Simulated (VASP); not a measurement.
# BiOs (Fm-3m) in VASP: a series of runs

BiOs is run at these levels: r2SCAN, r2SCAN+D4; tasks: single point.

Everything below comes from runs of VASP 6.6.1. Logs are shortened: lines on timing, memory, paths and dates and some standing lists are left out, and cuts for length are marked.

**1. The cell of the first run**

The structure is cubic, space group Fm-3m (No. 225). The conventional cell has a = 5.542 Å, b = 5.542 Å, c = 5.542 Å, α = 90.00°, β = 90.00°, γ = 90.00°. Within 3.7 Å of Os (site symmetry m-3m) lie 6 Bi at 2.77 Å. Bi (site symmetry m-3m) has 6 Os at 2.77 Å within 3.7 Å.

**2. Single point, r2SCAN**

POSCAR reads:

```
BiOs
1.0
    0.0000000000      2.7711725952      2.7711725952
    2.7711725952      0.0000000000      2.7711725952
    2.7711725952      2.7711725952      0.0000000000
Os Bi
1 1
Direct
    0.5000000000      0.5000000000      0.5000000000
    0.0000000000      0.0000000000      0.0000000000
```

INCAR.step1 reads:

```
SYSTEM = BiOs
  ALGO = Normal
  EDIFF = 1E-4
  ENCUT = 520
  GGA = PE
  ISMEAR = 0
  LASPH = .TRUE.
  LCHARG = .FALSE.
  LREAL = .FALSE.
  LWAVE = .TRUE.
  NBANDS = 18
  NELM = 60
  PREC = Accurate
  SIGMA = 0.05
```

INCAR.step2 reads:

```
SYSTEM = BiOs
  ALGO = Normal
  EDIFF = 1E-6
  ENCUT = 520
  ISIF = 2
  ISMEAR = 0
  ISTART = 1
  LASPH = .TRUE.
  LCHARG = .TRUE.
  LELF = .TRUE.
  LMIXTAU = .TRUE.
  LREAL = .FALSE.
  LVHAR = .TRUE.
  LWAVE = .FALSE.
  METAGGA = R2SCAN
  NBANDS = 18
  NELM = 60
  PREC = Accurate
  SIGMA = 0.05
```

KPOINTS reads:

```
k-points
0
G
  10 10 10
  0 0 0
```

Potentials or basis: VASP PAW PBE potentials, release 64 (Os, Bi_d).

On the command line:

```sh
cat potpaw_PBE.64/Os/POTCAR potpaw_PBE.64/Bi_d/POTCAR > POTCAR
cp INCAR.step1 INCAR
mpirun -np 1 vasp_std > vasp.out
cp INCAR.step2 INCAR
mpirun -np 1 vasp_std > vasp.out
```

OUTCAR:

```text
SYSTEM = BiOs
   EDIFF = 1E-6
   ENCUT = 520
   ISIF = 2
   ISMEAR = 0
   ISTART = 1
   LASPH = .TRUE.
   LREAL = .FALSE.
   METAGGA = R2SCAN
   NELM = 60
   PREC = Accurate

 ion  position               nearest neighbor table
   1  0.500  0.500  0.500-   2 2.77   2 2.77   2 2.77   2 2.77   2 2.77   2 2.77
   2  0.000  0.000  0.000-   1 2.77   1 2.77   1 2.77   1 2.77   1 2.77   1 2.77

  LATTYP: Found a face centered cubic cell.
 ALAT       =     5.5423451904

  Lattice vectors:

 A1 = (   0.0000000000,   2.7711725952,   2.7711725952)
 A2 = (   2.7711725952,   0.0000000000,   2.7711725952)
 A3 = (   2.7711725952,   2.7711725952,   0.0000000000)

Analysis of symmetry for initial positions (statically):
=====================================================================
 Subroutine PRICEL returns:
 Original cell was already a primitive cell.

 Routine SETGRP: Setting up the symmetry group for a
 face centered cubic supercell.

 Subroutine GETGRP returns: Found 48 space group operations
 (whereof 48 operations were pure point group operations)
 out of a pool of 48 trial point group operations.

The static configuration has the point symmetry O_h .

Analysis of symmetry for dynamics (positions and initial velocities):
=====================================================================
 Subroutine PRICEL returns:
 Original cell was already a primitive cell.

 Routine SETGRP: Setting up the symmetry group for a
 face centered cubic supercell.

 Subroutine GETGRP returns: Found 48 space group operations
 (whereof 48 operations were pure point group operations)
 out of a pool of 48 trial point group operations.

The dynamic configuration has the point symmetry O_h .

 Subroutine INISYM returns: Found 48 space group operations
 (whereof 48 operations are pure point group operations),
 and found     1 'primitive' translations

----------------------------------------------------------------------------------------

                                     Primitive cell

  volume of cell :      42.5619

  direct lattice vectors                    reciprocal lattice vectors
     0.000000000  2.771172595  2.771172595    -0.180429036  0.180429036  0.180429036
     2.771172595  0.000000000  2.771172595     0.180429036 -0.180429036  0.180429036
     2.771172595  2.771172595  0.000000000     0.180429036  0.180429036 -0.180429036

  length of vectors
     3.919029868  3.919029868  3.919029868     0.312512258  0.312512258  0.312512258

  position of ions in fractional coordinates (direct lattice)
     0.500000000  0.500000000  0.500000000
     0.000000000  0.000000000  0.000000000

  ion indices of the primitive-cell ions
   primitive index   ion index
                 1           1
                 2           2

----------------------------------------------------------------------------------------

 KPOINTS: k-points

Automatic generation of k-mesh.
 Grid dimensions read from file:
 generate k-points for:   10   10   10

 Generating k-lattice:

  Cartesian coordinates                     Fractional coordinates (reciprocal lattice)
    -0.018042904  0.018042904  0.018042904     0.100000000  0.000000000  0.000000000
     0.018042904 -0.018042904  0.018042904     0.000000000  0.100000000  0.000000000
     0.018042904  0.018042904 -0.018042904     0.000000000  0.000000000  0.100000000

  Length of vectors
     0.031251226  0.031251226  0.031251226

  Shift w.r.t. Gamma in fractional coordinates (k-lattice)
     0.000000000  0.000000000  0.000000000

 Subroutine IBZKPT returns following result:
 ===========================================

 Found     47 irreducible k-points:

 Following reciprocal coordinates:
            Coordinates               Weight
  0.000000  0.000000  0.000000      1.000000
  0.100000  0.000000  0.000000      8.000000
  0.200000  0.000000  0.000000      8.000000
  0.300000  0.000000  0.000000      8.000000
  0.400000  0.000000  0.000000      8.000000
  0.500000  0.000000  0.000000      4.000000
[... 16 lines left out ...]
  0.300000  0.300000  0.000000      6.000000
  0.400000  0.300000  0.000000     24.000000
 [... further k-points ...]
   k-points           NKPTS =     47   k-points in BZ     NKDIM =     47   number of bands    NBANDS=     18
   number of dos      NEDOS =    301   number of ions     NIONS =      2
   total plane-waves  NPLWV =  27000
   dimension x,y,z NGX =    30 NGY =   30 NGZ =   30
   dimension x,y,z NGXF=    60 NGYF=   60 NGZF=   60
   ions per type =               1   1
   NGX,Y,Z   is equivalent  to a cutoff of  12.73, 12.73, 12.73 a.u.
   NGXF,Y,Z  is equivalent  to a cutoff of  25.45, 25.45, 25.45 a.u.
 SYSTEM =  BiOs
   PREC   = accura    normal or accurate (medium, high low for compatibility)
   ISTART =      1    job   : 0-new  1-cont  2-samecut
   ICHARG =      0    charge: 1-file 2-atom 10-const
   ISPIN  =      1    spin polarized calculation?
   LNONCOLLINEAR =      F non collinear calculations
   LSORBIT =      F    spin-orbit coupling
   LASPH  =      T    aspherical Exc in radial PAW
   ENCUT  =  520.0 eV  38.22 Ry    6.18 a.u.   7.29  7.29  7.29*2*pi/ulx,y,z
   NELM   =     60;   NELMIN=  2; NELMDL=  0     # of ELM steps
   EDIFF  = 0.1E-05   stopping-criterion for ELM
   LREAL  =      F    real-space projection
   EDIFFG = 0.1E-04   stopping-criterion for IOM
   NSW    =      0    number of steps for IOM
   IBRION =     -1    ionic relax: 0-MD 1-quasi-New 2-CG
   NFREE  =      0    steps in history (QN), initial steepest desc. (CG)
   ISIF   =      2    stress and relaxation
   ISYM   =      2    0-nonsym 1-usesym 2-fastsym
   POTIM  = 0.5000    time-step for ionic-motion
   TEBEG  =    0.0;   TEEND  =   0.0 temperature during run
   PSTRESS=    0.0 pullay stress
   NELECT =      23.0000    total number of electrons
   NUPDOWN=      -1.0000    fix difference up-down
   EMIN   =  10.00;   EMAX   =-10.00  energy-range for DOS
   EFERMI =   0.00;   METHOD = LEGACY
   ISMEAR =     0;   SIGMA  =   0.05  broadening in eV -4-tet -1-fermi 0-gaus
   EFERMI_NEDOS =   21; number of points for ismear=-14 and -15
   IALGO  =     38    algorithm
   IMIX   =      4    mixing-type and parameters
     AMIX     =   0.40;   BMIX     =  1.00
     AMIX_MAG =   1.60;   BMIX_MAG =  1.00
  volume/ion in A,a.u.               =      21.28       143.61
  Fermi-wavevector in a.u.,A,eV,Ry     =   1.333451  2.519858 24.192420  1.778093
  Thomas-Fermi vector in A             =   2.462309
   LORBIT       =      0    0 simple, 1 ext, 2 COOP (PROOUT), +10 PAW based schemes
   METAGGA = R2SCAN    functional components
   LHFCALC =     F    Hartree Fock is set to
   AEXX    =    0.0000 exact exchange contribution
   IVDW    =     0    specifies the selected vdW correction
   LEPSILON=     F    determine dielectric tensor
   LRPA    =     F    only Hartree local field effects (RPA)
 non-spin polarized calculation
 Gauss-broadening in eV      SIGMA  =   0.05
  energy-cutoff  :      520.00
  volume of cell :       42.56
 maximum number of plane-waves:      1167
 NGX is ok and might be reduce to    30
   NGX = 15   NGY = 15   NGZ = 15

 number of electron      23.0000006 magnetization

 Free energy of the ion-electron system (eV)
  ---------------------------------------------------
  ext. energy  EPLUGINS =         0.00000000
  ---------------------------------------------------
  free energy    TOTEN  =      -108.67925764 eV

  energy without entropy =     -108.67596436  energy(sigma->0) =     -108.67761100

 E-fermi :   8.2265     XC(G=0): -12.7371

 val. band max:        8.2217996513   @ k =   0.3000   0.1000   0.0000
 cond. band min:       8.2434461229   @ k =   0.5000   0.3000   0.1000
 fundamental gap:      0.0216464716
 Fermi energy:         8.2264939081

 k-point     1 :       0.0000    0.0000    0.0000
  band No.  band energies     occupation
      1     -15.2591      2.00000
      2     -15.2591      2.00000
      3     -15.1566      2.00000
      4     -15.1566      2.00000
      5     -15.1566      2.00000
      6      -5.5100      2.00000
[... 10 lines left out ...]
     17      19.9003      0.00000
     18      19.9003      0.00000

 k-point     2 :       0.1000    0.0000    0.0000
  band No.  band energies     occupation
      1     -15.2540      2.00000
      2     -15.2540      2.00000
      3     -15.1546      2.00000
      4     -15.1522      2.00000
      5     -15.1522      2.00000
      6      -5.3557      2.00000
[... 10 lines left out ...]
     17      18.9492      0.00000
     18      19.4058      0.00000

 k-point     3 :       0.2000    0.0000    0.0000
  band No.  band energies     occupation
      1     -15.2412      2.00000
      2     -15.2412      2.00000
      3     -15.1495      2.00000
      4     -15.1403      2.00000
      5     -15.1403      2.00000
      6      -4.9067      2.00000
[... 10 lines left out ...]
     17      18.3503      0.00000
     18      18.4001      0.00000

 k-point     4 :       0.3000    0.0000    0.0000
  band No.  band energies     occupation
      1     -15.2264      2.00000
      2     -15.2264      2.00000
      3     -15.1432      2.00000
      4     -15.1241      2.00000
      5     -15.1241      2.00000
      6      -4.2183      2.00000
[... 375 lines left out ...]
      4     -15.1265      2.00000
      5     -15.1170      2.00000
      6      -4.0519      2.00000
[... 10 lines left out ...]
     17      17.4034      0.00000
     18      18.8555      0.00000

 k-point    23 :       0.3000    0.3000    0.0000
  band No.  band energies     occupation
      1     -15.2412      2.00000
      2     -15.2364      2.00000
      3     -15.1763      2.00000
      4     -15.1024      2.00000
      5     -15.1024      2.00000
      6      -4.0515      2.00000
[... 10 lines left out ...]
     17      20.4473      0.00000
     18      20.4473      0.00000

 k-point    24 :       0.4000    0.3000    0.0000
  band No.  band energies     occupation
      1     -15.2480      2.00000
      2     -15.2289      2.00000
      3     -15.1752      2.00000
      4     -15.0941      2.00000
      5     -15.0924      2.00000
      6      -3.6707      2.00000
[... 10 lines left out ...]
     17      20.4896      0.00000
     18      20.7584      0.00000

 [... further k-points ...]

------------------------ aborting loop because EDIFF is reached ----------------------------------------

  FORCE on cell =-STRESS in cart. coord.  units (eV):
  Direction    XX          YY          ZZ          XY          YZ          ZX
  --------------------------------------------------------------------------------------
  -------------------------------------------------------------------------------------
  Total        0.1549795      0.1549795      0.1549795     -0.0000000      0.0000000      0.0000000
  in kB        5.8339687      5.8339687      5.8339687     -0.0000000      0.0000000      0.0000000
  external PRESSURE =       5.8339687 kB  Pullay stress =       0.0000000 kB

 VOLUME and BASIS-vectors are now :
 -----------------------------------------------------------------------------
  energy-cutoff  :      520.00
  volume of cell :       42.56
      direct lattice vectors                 reciprocal lattice vectors
     0.000000000  2.771172595  2.771172595    -0.180429036  0.180429036  0.180429036
     2.771172595  0.000000000  2.771172595     0.180429036 -0.180429036  0.180429036
     2.771172595  2.771172595  0.000000000     0.180429036  0.180429036 -0.180429036

 POSITION                                       TOTAL-FORCE (eV/Angst)
 -----------------------------------------------------------------------------------
      2.77117      2.77117      2.77117        -0.000000      0.000000     -0.000000
      0.00000      0.00000      0.00000         0.000000     -0.000000      0.000000
 -----------------------------------------------------------------------------------
    total drift:                               -0.000000      0.000000      0.000000

  FREE ENERGIE OF THE ION-ELECTRON SYSTEM (eV)
  ---------------------------------------------------
  free  energy   TOTEN  =      -108.6792576370 eV

  energy  without entropy=     -108.6759643555  energy(sigma->0) =     -108.67761100
```

It took 84 s on 1 thread of Intel Xeon 6975P-C (Granite Rapids), shared host; peak memory 0.19 GiB.

Results:

- Free energy: -108.6793 eV
- Pressure: 0.6 GPa
- Band gap on the k mesh: zero (an odd number of electrons rules out a gap without spin polarisation)

Levels at points of the mesh, in eV from the Fermi level:
| k point | band 9 | band 10 | band 11 | band 12 | band 13 | band 14 |
| --- | --- | --- | --- | --- | --- | --- |
| (0.00, 0.00, 0.00) | -1.59 | -1.00 | -1.00 | 2.06 | 2.06 | 2.06 |
| (0.50, 0.00, 0.00) | -3.68 | -0.63 | -0.63 | -0.29 | 4.84 | 7.03 |
| (0.50, 0.50, 0.00) | -1.00 | -1.00 | -0.49 | -0.13 | -0.13 | 0.37 |

Caveat: the PAW data sets were made with another functional, which shifts forces and pressure a little; spin-orbit coupling is left out, which moves the levels of the heavy elements.

**3. Single point, r2SCAN+D4**

POSCAR is that of step 2.

INCAR.step1 reads:

```
PREC = Accurate
ENCUT = 520
ISMEAR = 0
SIGMA = 0.05
LREAL = F
LASPH = T
NELM = 80
NBANDS = 18
GGA = PE
ALGO = Normal
EDIFF = 1E-4
LWAVE = T
LCHARG = F
```

INCAR.step2 reads:

```
PREC = Accurate
ENCUT = 520
EDIFF = 1E-6
ISMEAR = 0
SIGMA = 0.05
LREAL = F
LASPH = T
NELM = 80
ALGO = Normal
ISIF = 2
LWAVE = F
LCHARG = F
METAGGA = R2SCAN
LMIXTAU = T
IVDW = 13
VDW_S6 = 1.0
VDW_S8 = 0.6018749
VDW_A1 = 0.51559235
VDW_A2 = 5.77342911
NBANDS = 18
ISTART = 1
```

KPOINTS reads:

```
Automatic mesh
0
Gamma
  10 10 10
```

Potentials or basis: VASP PAW PBE potentials, release 64 (Os, Bi_d).

On the command line:

```sh
cat potpaw_PBE.64/Os/POTCAR potpaw_PBE.64/Bi_d/POTCAR > POTCAR
cp INCAR.step1 INCAR
mpirun -np 1 vasp_std > vasp.out
cp INCAR.step2 INCAR
mpirun -np 1 vasp_std > vasp.out
```

It took 80 s on 1 thread of Intel Xeon 6975P-C (Granite Rapids), shared host; peak memory 0.19 GiB.

Results (log left out):

```
Free energy                : -109.0701 eV
Pressure                   : -0.7 GPa
Band gap on the k mesh     : zero (an odd number of electrons rules out a gap without spin polarisation)
Dispersion energy per atom : -0.195 eV
```

Levels at points of the mesh, in eV from the Fermi level:
| k point | band 9 | band 10 | band 11 | band 12 | band 13 | band 14 |
| --- | --- | --- | --- | --- | --- | --- |
| (0.00, 0.00, 0.00) | -1.59 | -1.00 | -1.00 | 2.06 | 2.06 | 2.06 |
| (0.50, 0.00, 0.00) | -3.68 | -0.63 | -0.63 | -0.29 | 4.84 | 7.03 |
| (0.50, 0.50, 0.00) | -1.00 | -1.00 | -0.49 | -0.13 | -0.13 | 0.37 |

Caveat: the PAW data sets were made with another functional, which shifts forces and pressure a little; spin-orbit coupling is left out, which moves the levels of the heavy elements.
